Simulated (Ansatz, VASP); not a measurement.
Two plane-wave programs on CaGaC4N4

The input INCAR:

```
ALGO = Normal
EDIFF = 1E-6
ENCUT = 520
GGA = PE
ISIF = 2
ISMEAR = 0
ISPIN = 2
LASPH = True
LCHARG = False
LORBIT = 11
LREAL = False
LWAVE = False
MAGMOM = 0 0 1 1 1 1 1 1 1 1
NBANDS = 44
NELM = 150
PREC = Accurate
SIGMA = 0.1
```

File KPOINTS:

```
k-points
0
Gamma
  2 2 4
```

POSCAR

```
CaGaC4N4
1.0
    7.9402283278      0.0000000000      0.0000000000
    0.0000000000      7.9402283278      0.0000000000
    0.0000000000      0.0000000000      3.8985973204
Ca Ga C N
1 1 4 4
Direct
    0.0000000000      0.0000000000      0.0000000000
    0.5000000000      0.5000000000      0.0000000000
    0.2220209949      0.7779790051      0.0000000000
    0.7779790051      0.2220209949      0.0000000000
    0.2220209949      0.2220209949      0.0000000000
    0.7779790051      0.7779790051      0.0000000000
    0.3263836829      0.6736163171      0.0000000000
    0.6736163171      0.3263836829      0.0000000000
    0.3263836829      0.3263836829      0.0000000000
    0.6736163171      0.6736163171      0.0000000000
```

Input for Ansatz:

```yaml
crystal:
  lattice:
    - [7.9402283278, 0.0, 0.0]
    - [0.0, 7.9402283278, 0.0]
    - [0.0, 0.0, 3.8985973204]
  atoms:
    - { symbol: Ca, position: [0.0, 0.0, 0.0] }
    - { symbol: Ga, position: [0.5, 0.5, 0.0] }
    - { symbol: C, position: [0.2220209949, 0.7779790051, 0.0], spin: 1.0 }
    - { symbol: C, position: [0.7779790051, 0.2220209949, 0.0], spin: 1.0 }
    - { symbol: C, position: [0.2220209949, 0.2220209949, 0.0], spin: 1.0 }
    - { symbol: C, position: [0.7779790051, 0.7779790051, 0.0], spin: 1.0 }
    - { symbol: "N", position: [0.3263836829, 0.6736163171, 0.0], spin: 1.0 }
    - { symbol: "N", position: [0.6736163171, 0.3263836829, 0.0], spin: 1.0 }
    - { symbol: "N", position: [0.3263836829, 0.3263836829, 0.0], spin: 1.0 }
    - { symbol: "N", position: [0.6736163171, 0.6736163171, 0.0], spin: 1.0 }
basis:
  ecutwfc: 420
kpoints:
  mp_grid: { grid: [2, 2, 4] }
hamiltonian:
  xc: pbe
scf:
  occupations: { method: gaussian, width: 0.1 }
  lower_state_search: "off"
output:
  forces: true
  stress: true
  eigenvalues: true
  populations: true
magnetization:
  spin_polarized: true
```

Alike in both runs: task single point; functional PBE; k mesh 2 × 2 × 4; occupations gaussian, width 0.1 eV; collinear spin.

|  | VASP | Ansatz |
| --- | --- | --- |
| version | VASP 6.6.1 | Ansatz 0.2.0 |
| potentials or method | VASP PAW PBE potentials, release 64 (Ca_sv, Ga_d, C, N), cutoff 520 eV | scalar-relativistic, plane waves, PAW |
| valence electrons in the cell | 59 | 59 |

```tsv
	VASP	Ansatz	Ansatz less VASP
gap on the k mesh at the Fermi level (eV)	none	none	-
pressure (GPa)	0.4	0.0	-0.33
traceless stress, the component that is largest in VASP (GPa)	-0.44	-0.05	+0.393
rms of the force components (eV/Å)	0.174	0.016	-0.1577
net moment per atom (μB)	0.02	0.02	0.000
size of the moment on the site where the two differ most (μB)	0.05	0.01	-0.033
```

Site moments also hang on the region over which each program counts them. Atom by atom the forces differ by 0.190 eV/Å (rms over components). A gap of «none» marks a metal or a gap that the smearing closes. One of these differences is far larger than is usual between the two programs; its cause wasn't traced. The functional is the same, so the differences come from potentials, cutoffs and numerics. Ansatz's warnings: seeded moment not kept.

The k mesh is coarse, so the values compare programs but aren't converged. Noted on VASP's run: the standard files for N, O and F lose accuracy on very short bonds.
